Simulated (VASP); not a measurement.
LuH2, 3 atoms in the cell. The structure is cubic, space group Fm-3m (No. 225). Conventional cell: a = 4.959 Å, b = 4.959 Å, c = 4.959 Å, α = 90.00°, β = 90.00°, γ = 90.00°. Lu (site symmetry m-3m) has 8 H at 2.15 Å within 2.8 Å. H (site symmetry -43m) has 4 Lu at 2.15 Å and 6 H at 2.48 Å within 2.8 Å. 

| Property | Result |
| --- | --- |
| Program | VASP 6.6.1 |
| Task | single point |
| Functional | PBEsol |
| Potentials or basis | VASP PAW PBE potentials, release 64 (Lu, H) |
| Cutoff | 520 eV |
| k mesh | 14 × 14 × 14 |
| Occupations | fermi-dirac, width 0.1 eV |
| Spin | no spin polarisation |
| Dipole correction | no |
| Further INCAR settings | ALGO = Normal; EDIFF = 1e-06; NBANDS = 20 |

Potentials or basis: VASP PAW PBE potentials, release 64 (Lu, H).

Launch:

```console
$ cat potpaw_PBE.64/Lu/POTCAR potpaw_PBE.64/H/POTCAR > POTCAR
$ mpirun -np 1 vasp_std > vasp.out
```

Hardware: 1 thread of AMD EPYC 9R45 96-Core Processor (Zen 5), on a shared host.

Problem. Estimate the wall time of this run.

Solution. Wall time 34 s on 1 thread of AMD EPYC 9R45 96-Core Processor (Zen 5), with other jobs on the host, peak memory 0.19 GiB. Counts: scf iterations 12, k points 104.
